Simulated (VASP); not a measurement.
A run of VASP 6.6.1 is set up as follows.

INCAR

```
PREC = Accurate ; ENCUT = 520
EDIFF = 1E-7 ; ISMEAR = 0
SIGMA = 0.15 ; LREAL = False
LASPH = True ; NELM = 60
ALGO = Fast ; ISIF = 2
LWAVE = False ; LCHARG = True
GGA = PE ; LELF = True
LVHAR = True ; NBANDS = 11
```

Contents of KPOINTS:

```
regular mesh
0
Gamma
  16 16 16
```

The input POSCAR:

```
Ca
1.0
   -2.2052049036      2.2052049036      2.3059205505
    2.2052049036     -2.2052049036      2.3059205505
    2.2052049036      2.2052049036     -2.3059205505
Ca
1
Direct
    0.5000000000      0.5000000000      0.0000000000
```

Potentials or basis: VASP PAW PBE potentials, release 64 (Ca_sv).

Run with:

```sh
$ cat potpaw_PBE.64/Ca_sv/POTCAR > POTCAR
$ mpirun -np 1 vasp_std > vasp.out
```

**Question.** Predict the pressure.

**Answer.** -0.9 GPa.

**Question.** Predict the band gap on the k mesh.

**Answer.** Zero (band 5 reaches 2.08 eV, above the bottom of band 6 at 1.65 eV).

Stress tensor (GPa, compression positive):
```
-0.98  0.00  0.00
 0.00 -0.98  0.00
 0.00  0.00 -0.88
```

Caveat: the cell differs from its parent crystal (strain +0.000 along x and y, +0.050 along z).
